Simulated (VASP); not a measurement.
Wanted: the native input for a VASP 6.6.1 run.

- Task: electric field gradients
- Functional: LDA
- Potentials or basis: VASP PAW LDA potentials, release 64 (La)
- Cutoff: 520 eV
- k mesh: 11 × 11 × 6
- Occupations: fermi-dirac, width 0.05 eV
- Spin: no spin polarisation
- Dipole correction: no
- Further INCAR settings: ALGO = Normal; EDIFF = 1e-08; NBANDS = 18

The structure of La lies in POSCAR:

```
La
1.0
    3.8235501750      0.0000000000      0.0000000000
   -1.9117750874      3.3112915842      0.0000000000
    0.0000000000      0.0000000000      6.1890498321
La
2
Direct
    0.3333333333      0.6666666667      0.2500000000
    0.6666666667      0.3333333333      0.7500000000
```

One way to write it, as run:

INCAR

```
PREC = Accurate
ENCUT = 520
EDIFF = 1E-8
ISMEAR = -1
SIGMA = 0.05
LREAL = False
LASPH = True
NELM = 80
ALGO = Normal
ISIF = 2
LWAVE = False
LCHARG = False
GGA = CA
LEFG = True
NBANDS = 18
```

KPOINTS

```
regular mesh
0
Gamma
  11 11 6
```

Potentials or basis: VASP PAW LDA potentials, release 64 (La).

Command:

```bash
$ cat potpaw_LDA.64/La/POTCAR > POTCAR
$ mpirun -np 1 vasp_std > vasp.out
```

Results of the run:

- Pressure: -4.2 GPa
- Band gap on the k mesh: zero (bands 11 and 12 overlap by 1.28 eV)
- Largest electric field gradient by atom: La +8.9 V/Å²

Caveat: the cell stands under tension; without QUAD_EFG the Cq values of the log hold for a quadrupole moment of 1 mb, not for the nuclei; spin-orbit coupling is left out, which moves the levels of the heavy elements.

Run time: 77 s on 1 thread of Intel(R) Xeon(R) Platinum 8375C CPU @ 2.90GHz (Ice Lake), on a shared host, peak memory 0.22 GiB.
